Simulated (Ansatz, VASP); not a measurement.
## K2S: VASP beside Ansatz

Contents of INCAR:

```
SYSTEM = K2S
  PREC = Accurate
  ENCUT = 500
  EDIFF = 1E-6
  ISMEAR = 0
  SIGMA = 0.01
  LREAL = .FALSE.
  LASPH = .TRUE.
  NELM = 120
  ALGO = Normal
  ISIF = 2
  LWAVE = .FALSE.
  LCHARG = .FALSE.
  GGA = PE
  NBANDS = 19
  GGA_COMPAT = .FALSE.
```

Contents of KPOINTS:

```
regular mesh
0
G
  6 6 6
  0 0 0
```

Contents of POSCAR:

```
K2S
1.0
    0.0000000000      3.7027186839      3.7027186839
    3.7027186839      0.0000000000      3.7027186839
    3.7027186839      3.7027186839      0.0000000000
K S
2 1
Direct
    0.2500000000      0.2500000000      0.2500000000
    0.7500000000      0.7500000000      0.7500000000
    0.0000000000      0.0000000000      0.0000000000
```

Input for Ansatz:

```yaml
crystal:
  lattice:
    - [0.0, 3.7027186839, 3.7027186839]
    - [3.7027186839, 0.0, 3.7027186839]
    - [3.7027186839, 3.7027186839, 0.0]
  atoms:
    - { symbol: K, position: [0.25, 0.25, 0.25] }
    - { symbol: K, position: [0.75, 0.75, 0.75] }
    - { symbol: S, position: [0.0, 0.0, 0.0] }
kpoints:
  mp_grid: { grid: [6, 6, 6] }
  band_path:
    path:
      - [0.0, 0.0, 0.0]
      - [0.5, 0.0, 0.5]
      - [0.625, 0.25, 0.625]
      - [0.375, 0.375, 0.75]
      - [0.5, 0.5, 0.5]
      - [0.5, 0.25, 0.75]
      - [0.0, 0.5, 0.5]
    npoints: 1
hamiltonian:
  xc: pbe
scf:
  occupations: { method: fixed }
  n_extra_bands: 4
output:
  forces: true
  stress: true
  eigenvalues: true
```

Alike in both runs: task single point; functional PBE; k mesh 6 × 6 × 6; no spin polarisation.

|  | VASP | Ansatz |
| --- | --- | --- |
| version | VASP 6.6.1 | Ansatz 0.2.0 |
| potentials or method | VASP PAW PBE potentials, release 64 (K_sv, S) | plane waves, PAW |
| plane-wave cutoff (eV) | 500 | 420 |
| occupations | gaussian, width 0.01 eV | fixed |
| valence electrons in the cell | 24 | 24 |

Ansatz gave:

```
gap on the k mesh at the Fermi level (eV) : 2.38
pressure (GPa)                            : 0.4
```

Task: Which values does VASP return?

Result: gap on the k mesh at the Fermi level (eV): 2.38; pressure (GPa): 0.5.
